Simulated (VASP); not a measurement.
# AlNi3: single point with PBEsol

Crystal: AlNi3.

```
Al Ni
1.0
     0.27395    2.89635    2.89635
     2.89635    0.27395    2.89635
     2.89635    2.89635    0.27395
Al Ni
1 3
Direct
  0.50000 0.50000 0.50000
  0.25000 0.25000 0.25000
  0.00000 0.00000 0.00000
  0.75000 0.75000 0.75000
```

```yaml
Program: VASP 6.6.1
Task: single point
Functional: PBEsol
Potentials_or_basis: VASP PAW PBE potentials, release 64 (Al, Ni)
Cutoff: 520 eV
k_mesh: 14 × 14 × 14
Occupations: gaussian, width 0.15 eV
Spin: no spin polarisation
Dipole_correction: no
Further_INCAR_settings: ALGO = Fast; EDIFF = 1e-06; NBANDS = 24
```

| Property | Result |
| --- | --- |
| Pressure | 15.8 GPa |
| Largest force | 0.132 eV/Å |
| Band gap on the k mesh | zero (an odd number of electrons rules out a gap without spin polarisation) |

Forces in eV/Å, atoms in the order of the input:
```
Al   0.000  0.000  0.000
Ni  -0.076 -0.076 -0.076
Ni   0.000  0.000  0.000
Ni   0.076  0.076  0.076
```

Stress tensor (GPa, compression positive):
```
 15.75 -12.83 -12.83
-12.83  15.75 -12.83
-12.83 -12.83  15.75
```

Levels at points of the mesh, in eV from the Fermi level:
```tsv
k point	band 14	band 15	band 16	band 17	band 18	band 19
(0.00, 0.00, 0.00)	-0.66	-0.41	-0.41	3.76	4.78	6.38
(0.50, 0.00, 0.00)	-0.54	-0.54	-0.46	-0.13	3.69	4.30
(0.50, 0.50, 0.00)	-0.68	-0.57	-0.50	-0.29	-0.24	-0.03
(0.50, 0.50, 0.50)	-0.58	-0.41	-0.41	-0.17	5.38	5.38
```

Run time: 4.4 min on 1 thread of AMD EPYC 9R45 96-Core Processor (Zen 5), with other jobs on the host, peak memory 0.33 GiB.

Caveat: the cell stands under pressure; the PAW data sets were made with another functional, which shifts forces and pressure a little. Spin polarisation is off, so any magnetic state and its effect on volume and gap are missing.
